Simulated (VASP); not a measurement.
Set up this calculation in VASP 6.6.1, as the native input.

- Task: single point
- Functional: PBE
- Potentials or basis: VASP PAW PBE potentials, release 64 (Ga_d, N)
- Cutoff: 520 eV
- k mesh: 12 × 12 × 6
- Occupations: gaussian, width 0.05 eV
- Spin: no spin polarisation
- Dipole correction: no
- Further INCAR settings: ALGO = Normal; EDIFF = 1e-06; NBANDS = 26

The structure of GaN lies in POSCAR:

```
GaN
1.0
    3.1799996605      0.0000000000      0.0000000000
   -1.5899998303      2.7539604900      0.0000000000
    0.0000000000      0.0000000000      5.1660000000
Ga N
2 2
Direct
    0.3333333333      0.6666666667      0.0000000000
    0.6666666667      0.3333333333      0.5000000000
    0.3018867891      0.6666666667      0.4137146729
    0.6666666667      0.3333333333      0.8750000000
```

This cell differs from its parent crystal: atom 3 (N) moved by (-0.100, +0.200) A along x and z.

These files were run (other wordings do the same):

INCAR

```
SYSTEM = GaN
PREC     = Accurate       ! precision mode
ENCUT    = 520            ! plane-wave cutoff, eV
EDIFF    = 1E-6           ! SCF threshold, eV
ISMEAR   = 0              ! smearing method
SIGMA    = 0.05           ! smearing width, eV
LREAL    = .FALSE.        ! projectors in reciprocal space
LASPH    = .TRUE.         ! aspherical terms in the spheres
NELM     = 100            ! most SCF steps
ALGO     = Normal         ! electronic algorithm
ISIF     = 2              ! what is computed and relaxed
LWAVE    = .FALSE.        ! write WAVECAR
LCHARG   = .TRUE.         ! write CHGCAR
GGA      = PE             ! functional
LELF     = .TRUE.         ! ELF
LVHAR    = .TRUE.       
NBANDS   = 26             ! bands
```

KPOINTS

```
Automatic mesh
0
G
  12 12 6
  0 0 0
```

Potentials or basis: VASP PAW PBE potentials, release 64 (Ga_d, N).

Launch:

```bash
$ cat potpaw_PBE.64/Ga_d/POTCAR potpaw_PBE.64/N/POTCAR > POTCAR
$ mpirun -np 1 vasp_std > vasp.out
```

It gave:

```
Pressure               : 10.0 GPa
Largest force          : 3.315 eV/Å
Band gap on the k mesh : 1.84 eV
```

Caveat: the cell differs from its parent crystal (atom 3 (N) moved by (-0.100, +0.200) A along x and z); the cell stands under pressure; forces of over 1 eV/Å act on the atoms, so gaps and moduli don't describe the material at rest.

Run time: 4.6 min on 1 thread of AMD EPYC 9R14 (Zen 4), with other jobs on the host, peak memory 0.46 GiB.
